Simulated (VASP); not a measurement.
Here is a VASP 6.6.1 calculation.

Contents of INCAR:

```
SYSTEM = SrTiO3
PREC     = Accurate       ! precision mode
ENCUT    = 520            ! plane-wave cutoff, eV
EDIFF    = 1E-6           ! SCF threshold, eV
ISMEAR   = 0              ! smearing method
SIGMA    = 0.05           ! smearing width, eV
LREAL    = .FALSE.        ! projectors in reciprocal space
LASPH    = .TRUE.         ! aspherical terms in the spheres
NELM     = 150            ! most SCF steps
ALGO     = Normal         ! electronic algorithm
ISIF     = 2              ! what is computed and relaxed
LWAVE    = .FALSE.        ! write WAVECAR
LCHARG   = .FALSE.        ! write CHGCAR
LMAXMIX  = 4              ! l up to which the mixer works
LDAU     = .TRUE.         ! DFT+U
LDAUTYPE = 2            
LDAUL    = -1 2 -1        ! shell
LDAUU    = 0 4 0          ! U, eV
LDAUJ    = 0 0 0        
LDAUPRINT= 1            
GGA      = PE             ! functional
NBANDS   = 51             ! bands
```

File KPOINTS:

```
Automatic mesh
0
G
  6 6 6
  0 0 0
```

POSCAR

```
SrTiO3
1.0
   -2.7555000000      2.7555000000      3.8980000000
    2.7555000000     -2.7555000000      3.8980000000
    2.7555000000      2.7555000000     -3.8980000000
Sr Ti O
2 2 6
Direct
    0.7500000000      0.2500000000      0.5000000000
    0.2500000000      0.7500000000      0.5000000000
    0.0000000000      0.0000000000      0.0000000000
    0.5000000000      0.5000000000      0.0000000000
    0.2500000000      0.2500000000      0.0000000000
    0.7500000000      0.7500000000      0.0000000000
    0.7451000000      0.2451000000      0.9902000000
    0.2451000000      0.2549000000      0.5000000000
    0.2549000000      0.7549000000      0.0098000000
    0.7549000000      0.7451000000      0.5000000000
```

Potentials or basis: VASP PAW PBE potentials, release 64 (Sr_sv, Ti_sv, O).

Launch:

```bash
$ cat potpaw_PBE.64/Sr_sv/POTCAR potpaw_PBE.64/Ti_sv/POTCAR potpaw_PBE.64/O/POTCAR > POTCAR
$ mpirun -np 1 vasp_std > vasp.out
```

(1) Predict the band gap on the k mesh.

(2) Predict the pressure.

(3) What does it give for the largest force?

Answers

(1) 2.40 eV.

(2) 10.0 GPa.

(3) 0.028 eV/Å.

Caveat: the cell stands under pressure.
